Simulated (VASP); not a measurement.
# Rh (P6_3/mmc) in VASP: a series of runs, part 2 of 2

VASP 6.6.1. The steps go on from the part before.

### Step 3. Single point, r2SCAN

This run uses another cell than the first one, of 13.76 Å³/atom, 0.893 times its volume.

The input, POSCAR:

```
Rh
1.0
    2.6903684778      0.0000000000      0.0000000000
   -1.3451842389      2.3299274473      0.0000000000
    0.0000000000      0.0000000000      8.7794785977
Rh
4
Direct
    0.0000000000      1.0000000000      0.0000000000
    0.0000000000      1.0000000000      0.5000000000
    0.3333333333      0.6666666667      0.2500000000
    0.6666666667      0.3333333333      0.7500000000
```

The input, INCAR.step1:

```
SYSTEM = Rh
  PREC = Accurate
  ENCUT = 520
  ISMEAR = -1
  SIGMA = 0.1
  LREAL = .False.
  LASPH = .True.
  NELM = 60
  NBANDS = 38
  GGA = PE
  ALGO = Normal
  EDIFF = 1E-4
  LWAVE = .True.
  LCHARG = .False.
```

The input, INCAR.step2:

```
SYSTEM = Rh
  PREC = Accurate
  ENCUT = 520
  EDIFF = 1E-7
  ISMEAR = -1
  SIGMA = 0.1
  LREAL = .False.
  LASPH = .True.
  NELM = 60
  ALGO = Normal
  ISIF = 2
  LWAVE = .False.
  LCHARG = .True.
  METAGGA = R2SCAN
  LMIXTAU = .True.
  LELF = .True.
  LVHAR = .True.
  NBANDS = 38
  ISTART = 1
```

The input, KPOINTS:

```
Automatic mesh
0
Gamma
  18 18 5
  0 0 0
```

Potentials or basis: VASP PAW PBE potentials, release 64 (Rh_pv).

Command:

```bash
$ cat potpaw_PBE.64/Rh_pv/POTCAR > POTCAR
$ cp INCAR.step1 INCAR
$ mpirun -np 1 vasp_std > vasp.out
$ cp INCAR.step2 INCAR
$ mpirun -np 1 vasp_std > vasp.out
```

OUTCAR:

```text
SYSTEM = Rh
   PREC = Accurate
   ENCUT = 520
   EDIFF = 1E-7
   ISMEAR = -1
   LREAL = .False.
   LASPH = .True.
   NELM = 60
   ISIF = 2
   METAGGA = R2SCAN
   ISTART = 1

 ion  position               nearest neighbor table
   1  0.000  0.000  0.000-   3 2.69   4 2.69   3 2.69   4 2.69   4 2.69   3 2.69
   2  0.000  0.000  0.500-   3 2.69   4 2.69   3 2.69   4 2.69   4 2.69   3 2.69
   3  0.333  0.667  0.250-   1 2.69   2 2.69   1 2.69   2 2.69   1 2.69   2 2.69
   4  0.667  0.333  0.750-   1 2.69   2 2.69   1 2.69   2 2.69   1 2.69   2 2.69

  LATTYP: Found a hexagonal cell.
 ALAT       =     2.6903684778
 C/A-ratio  =     3.2632996819

  Lattice vectors:

 A1 = (   2.6903684778,   0.0000000000,   0.0000000000)
 A2 = (  -1.3451842389,   2.3299274473,   0.0000000000)
 A3 = (   0.0000000000,   0.0000000000,   8.7794785977)

Analysis of symmetry for initial positions (statically):
=====================================================================
 Subroutine PRICEL returns:
 Original cell was already a primitive cell.

 Routine SETGRP: Setting up the symmetry group for a
 hexagonal supercell.

 Subroutine GETGRP returns: Found 24 space group operations
 (whereof 12 operations were pure point group operations)
 out of a pool of 24 trial point group operations.

The static configuration has the point symmetry D_3d.
 The point group associated with its full space group is D_6h.

Analysis of symmetry for dynamics (positions and initial velocities):
=====================================================================
 Subroutine PRICEL returns:
 Original cell was already a primitive cell.

 Routine SETGRP: Setting up the symmetry group for a
 hexagonal supercell.

 Subroutine GETGRP returns: Found 24 space group operations
 (whereof 12 operations were pure point group operations)
 out of a pool of 24 trial point group operations.

The dynamic configuration has the point symmetry D_3d.
 The point group associated with its full space group is D_6h.

 Subroutine INISYM returns: Found 24 space group operations
 (whereof 12 operations are pure point group operations),
 and found     1 'primitive' translations

----------------------------------------------------------------------------------------

                                     Primitive cell

  volume of cell :      55.0330

  direct lattice vectors                    reciprocal lattice vectors
     2.690368478  0.000000000  0.000000000     0.371696297  0.214598957  0.000000000
    -1.345184239  2.329927447  0.000000000     0.000000000  0.429197914  0.000000000
     0.000000000  0.000000000  8.779478598     0.000000000  0.000000000  0.113901980

  length of vectors
     2.690368478  2.690368478  8.779478598     0.429197914  0.429197914  0.113901980

  position of ions in fractional coordinates (direct lattice)
     0.000000000  0.000000000  0.000000000
     0.000000000  0.000000000  0.500000000
     0.333333333  0.666666667  0.250000000
     0.666666667  0.333333333  0.750000000

  ion indices of the primitive-cell ions
   primitive index   ion index
                 1           1
                 2           2
                 3           3
                 4           4

----------------------------------------------------------------------------------------

 KPOINTS: Automatic mesh

Automatic generation of k-mesh.
 Grid dimensions read from file:
 generate k-points for:   18   18    5

 Generating k-lattice:

  Cartesian coordinates                     Fractional coordinates (reciprocal lattice)
     0.020649794  0.011922164  0.000000000     0.055555556  0.000000000  0.000000000
     0.000000000  0.023844329  0.000000000     0.000000000  0.055555556  0.000000000
     0.000000000  0.000000000  0.022780396     0.000000000  0.000000000  0.200000000

  Length of vectors
     0.023844329  0.023844329  0.022780396

  Shift w.r.t. Gamma in fractional coordinates (k-lattice)
     0.000000000  0.000000000  0.000000000

 Subroutine IBZKPT returns following result:
 ===========================================

 Found    111 irreducible k-points:

 Following reciprocal coordinates:
            Coordinates               Weight
  0.000000  0.000000  0.000000      1.000000
  0.055556  0.000000  0.000000      6.000000
  0.111111  0.000000  0.000000      6.000000
  0.166667  0.000000  0.000000      6.000000
  0.222222  0.000000  0.000000      6.000000
  0.277778  0.000000  0.000000      6.000000
[... 16 lines left out ...]
  0.333333  0.111111  0.000000     12.000000
  0.388889  0.111111  0.000000     12.000000
 [... further k-points ...]
   k-points           NKPTS =    111   k-points in BZ     NKDIM =    111   number of bands    NBANDS=     38
   number of dos      NEDOS =    301   number of ions     NIONS =      4
   total plane-waves  NPLWV =  28000
   dimension x,y,z NGX =    20 NGY =   20 NGZ =   70
   dimension x,y,z NGXF=    40 NGYF=   40 NGZF=  140
   ions per type =               4
   NGX,Y,Z   is equivalent  to a cutoff of  12.36, 12.36, 13.26 a.u.
   NGXF,Y,Z  is equivalent  to a cutoff of  24.72, 24.72, 26.51 a.u.
 SYSTEM =  Rh
   PREC   = accura    normal or accurate (medium, high low for compatibility)
   ISTART =      1    job   : 0-new  1-cont  2-samecut
   ICHARG =      0    charge: 1-file 2-atom 10-const
   ISPIN  =      1    spin polarized calculation?
   LNONCOLLINEAR =      F non collinear calculations
   LSORBIT =      F    spin-orbit coupling
   LASPH  =      T    aspherical Exc in radial PAW
   ENCUT  =  520.0 eV  38.22 Ry    6.18 a.u.   5.00  5.00 16.32*2*pi/ulx,y,z
   NELM   =     60;   NELMIN=  2; NELMDL=  0     # of ELM steps
   EDIFF  = 0.1E-06   stopping-criterion for ELM
   LREAL  =      F    real-space projection
   EDIFFG = 0.1E-05   stopping-criterion for IOM
   NSW    =      0    number of steps for IOM
   IBRION =     -1    ionic relax: 0-MD 1-quasi-New 2-CG
   NFREE  =      0    steps in history (QN), initial steepest desc. (CG)
   ISIF   =      2    stress and relaxation
   ISYM   =      2    0-nonsym 1-usesym 2-fastsym
   POTIM  = 0.5000    time-step for ionic-motion
   TEBEG  =    0.0;   TEEND  =   0.0 temperature during run
   PSTRESS=    0.0 pullay stress
   NELECT =      60.0000    total number of electrons
   NUPDOWN=      -1.0000    fix difference up-down
   EMIN   =  10.00;   EMAX   =-10.00  energy-range for DOS
   EFERMI =   0.00;   METHOD = LEGACY
   ISMEAR =    -1;   SIGMA  =   0.10  broadening in eV -4-tet -1-fermi 0-gaus
   EFERMI_NEDOS =   21; number of points for ismear=-14 and -15
   IALGO  =     38    algorithm
   IMIX   =      4    mixing-type and parameters
     AMIX     =   0.40;   BMIX     =  1.00
     AMIX_MAG =   1.60;   BMIX_MAG =  1.00
  volume/ion in A,a.u.               =      13.76        92.85
  Fermi-wavevector in a.u.,A,eV,Ry     =   1.684939  3.184074 38.627223  2.839021
  Thomas-Fermi vector in A             =   2.767872
   LORBIT       =      0    0 simple, 1 ext, 2 COOP (PROOUT), +10 PAW based schemes
   METAGGA = R2SCAN    functional components
   LHFCALC =     F    Hartree Fock is set to
   AEXX    =    0.0000 exact exchange contribution
   IVDW    =     0    specifies the selected vdW correction
   LEPSILON=     F    determine dielectric tensor
   LRPA    =     F    only Hartree local field effects (RPA)
 non-spin polarized calculation
  energy-cutoff  :      520.00
  volume of cell :       55.03
 maximum number of plane-waves:      1509
 NGX is ok and might be reduce to    20
   NGX =  9   NGY =  9   NGZ = 33

 number of electron      59.9999993 magnetization

 Free energy of the ion-electron system (eV)
  ---------------------------------------------------
  ext. energy  EPLUGINS =         0.00000000
  ---------------------------------------------------
  free energy    TOTEN  =       -96.55063951 eV

  energy without entropy =      -96.36579147  energy(sigma->0) =      -96.45821549

 E-fermi :  11.7491     XC(G=0): -15.2000

 val. band max:       11.7476321484   @ k =   0.2222   0.1667   0.0000
 cond. band min:      11.7523642036   @ k =   0.3333   0.0000   0.0000
 fundamental gap:      0.0047320552
 Fermi energy:        11.7490545207

 k-point     1 :       0.0000    0.0000    0.0000
  band No.  band energies     occupation
      1     -36.8394      2.00000
      2     -36.4568      2.00000
      3     -36.4501      2.00000
      4     -36.1616      2.00000
      5     -36.1616      2.00000
      6     -36.1171      2.00000
[... 30 lines left out ...]
     37      20.7843      0.00000
     38      26.9037      0.00000
[... 941 lines left out ...]
     37      21.6897      0.00000
     38      21.7498      0.00000

 [... further k-points ...]
[... 5 lines left out ...]
  --------------------------------------------------------------------------------------
  -------------------------------------------------------------------------------------
  Total        0.4373460      0.4373460      0.3811333      0.0000000      0.0000000      0.0000000
  in kB       12.7324743     12.7324743     11.0959537      0.0000000      0.0000000      0.0000000
  external PRESSURE =      12.1869675 kB  Pullay stress =       0.0000000 kB

 VOLUME and BASIS-vectors are now :
 -----------------------------------------------------------------------------
  energy-cutoff  :      520.00
  volume of cell :       55.03
      direct lattice vectors                 reciprocal lattice vectors
     2.690368478  0.000000000  0.000000000     0.371696297  0.214598957  0.000000000
    -1.345184239  2.329927447  0.000000000     0.000000000  0.429197914  0.000000000
     0.000000000  0.000000000  8.779478598     0.000000000  0.000000000  0.113901980

 POSITION                                       TOTAL-FORCE (eV/Angst)
 -----------------------------------------------------------------------------------
      0.00000      0.00000      0.00000        -0.000000      0.000000      0.000000
      0.00000      0.00000      4.38974        -0.000000      0.000000      0.000000
     -0.00000      1.55328      2.19487         0.000000     -0.000000     -0.000000
      1.34518      0.77664      6.58461        -0.000000      0.000000     -0.000000
 -----------------------------------------------------------------------------------
    total drift:                                0.000000     -0.000000      0.000000

  FREE ENERGIE OF THE ION-ELECTRON SYSTEM (eV)
  ---------------------------------------------------
  free  energy   TOTEN  =       -96.5506395059 eV

  energy  without entropy=      -96.3657914686  energy(sigma->0) =      -96.45821549
```

It took 9.5 min on 1 thread of Intel Xeon 6975P-C (Granite Rapids), shared host; peak memory 0.28 GiB.

Results:

```yaml
Free_energy: -96.5506 eV
Pressure: 1.2 GPa
Band_gap_on_the_k_mesh: zero (band 30 reaches 12.60 eV, above the bottom of band 31 at 10.57 eV)
```

Stress tensor (GPa, compression positive):
```
1.27 0.00 0.00
0.00 1.27 0.00
0.00 0.00 1.11
```

Levels at points of the mesh, in eV from the Fermi level:
```csv
k point,band 26,band 27,band 28,band 29,band 30,band 31,band 32,band 33
"(0.00, 0.00, 0.00)",-2.72,-2.72,-1.53,-1.53,-0.91,-0.91,-0.38,-0.38
"(0.50, 0.00, 0.00)",0.52,0.56,0.62,0.68,0.86,0.87,0.92,1.41
```

Caveat: the PAW data sets were made with another functional, which shifts forces and pressure a little.
